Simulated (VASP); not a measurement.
A run of VASP 6.6.1 is set up as follows.

Contents of INCAR:

```
SYSTEM = Ag
  ALGO = Normal
  EDIFF = 1E-6
  EDIFFG = -0.01
  ENCUT = 600
  GGA = PE
  IBRION = 2
  ISIF = 3
  ISMEAR = 1
  LASPH = .True.
  LCHARG = .False.
  LREAL = .False.
  LWAVE = .False.
  NELM = 80
  NSW = 80
  PREC = Accurate
  PSTRESS = 40.0
  SIGMA = 0.05
```

File KPOINTS:

```
k-points
0
Gamma
  12 12 12
  0 0 0
```

The input POSCAR:

```
Ag
1.0
    2.8888850000      0.0000000000      0.0000000000
    1.4444425000      2.5018477986      0.0000000000
    1.4444425000      0.8339492662      2.3587647252
Ag
1
Direct
    0.0000000000      0.0000000000      0.0000000000
```

Potentials or basis: VASP PAW PBE potentials, release 64 (Ag).

Run with:

```sh
$ cat potpaw_PBE.64/Ag/POTCAR > POTCAR
$ mpirun -np 1 vasp_std > vasp.out
```

Question: What does it give for the space group after relaxing (to 0.1 Å)?

Answer: Fm-3m (No. 225).

Question: What does it give for the relaxed cell?

Answer: a = 2.894 Å, b = 2.894 Å, c = 2.894 Å, α = 60.00°, β = 60.00°, γ = 60.00°.

Question: What does it give for the band gap on the k mesh?

Answer: Zero (an odd number of electrons rules out a gap without spin polarisation).

Question: What does it give for the relaxed volume?

Answer: 17.14 Å³/atom.

Final structure:
```yaml
crystal:
  lattice:
    - [2.89416, 0.00000, 0.00000]
    - [1.44708, 2.50642, 0.00000]
    - [1.44708, 0.83547, 2.36307]
  atoms:
    - { symbol: Ag, position: [0.00000, 0.00000, 0.00000] }
```

Caveat: the cell is relaxed towards a set pressure, so the run minimises the enthalpy, not the energy. Zero-point motion and thermal expansion aren't in these numbers.
